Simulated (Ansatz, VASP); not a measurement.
Ir in VASP and in Ansatz

```
Ir
1.0
     0.00000    1.94111    1.94111
     1.94111    0.00000    1.94111
     1.94111    1.94111    0.00000
Ir
1
Direct
  0.00000 0.00000 0.00000
```

Alike in both runs: task single point; functional r2SCAN; k mesh 18 × 18 × 18; occupations gaussian, width 0.1 eV; no spin polarisation.

```csv
,VASP,Ansatz
version,VASP 6.6.1,Ansatz 0.2.0
potentials or method,"VASP PAW PBE potentials, release 64 (Ir), cutoff 520 eV","scalar-relativistic, plane waves, PAW"
valence electrons in the cell,9,17
```

Ansatz gave:

| Item | Value |
| --- | --- |
| gap on the k mesh at the Fermi level (eV) | none |
| pressure (GPa) | -10.4 |

Task: Estimate VASP's values.

Result: gap on the k mesh at the Fermi level (eV): none; pressure (GPa): -8.2.

VASP's potentials were made for PBE, not for r2SCAN. A gap of «none» marks a metal or a gap that the smearing closes. VASP's potentials hold 9 valence electrons a cell and Ansatz's 17, so a difference there can come from the potentials and not from the codes.

Spin-orbit coupling is off throughout.
